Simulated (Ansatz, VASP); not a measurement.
**One calculation of Au, two programs**

```xyz
8
Lattice="2.8684 0.0000 0.0000 -1.4342 2.4841 0.0000 0.0000 0.0000 21.1050" Properties=species:S:1:pos:R:3 pbc="T T T"
Au    0.0000    0.0000    1.3894
Au    0.0000    0.0000   11.9419
Au    0.0000    0.0000    9.1631
Au    0.0000    0.0000   19.7156
Au    0.0000    1.6561    3.8861
Au    1.4342    0.8280   14.4386
Au    0.0000    1.6561    6.6664
Au    1.4342    0.8280   17.2189
```

Alike in both runs: functional PBE; k mesh 9 × 9 × 1; occupations gaussian, width 0.1 eV; no spin polarisation.

Ansatz relaxed the structure, and its values are those at the end. VASP's run is a single point on that final structure, the one shown.

```csv
,VASP,Ansatz
version,VASP 6.6.1,Ansatz 0.2.0
potentials or method,"VASP PAW PBE potentials, release 64 (Au), cutoff 520 eV","scalar-relativistic, plane waves, PAW"
valence electrons in the cell,88,152
```

|  | VASP | Ansatz | Ansatz less VASP |
| --- | --- | --- | --- |
| gap on the k mesh at the Fermi level (eV) | none | none | - |
| pressure (GPa) | -0.3 | 0.0 | +0.22 |
| rms of the force components (eV/Å) | 0.011 | 0.009 | -0.0023 |

A gap of «none» marks a metal or a gap that the smearing closes. VASP's potentials hold 88 valence electrons a cell and Ansatz's 152, so a difference there can come from the potentials and not from the codes.

Neither program's run includes spin-orbit coupling.
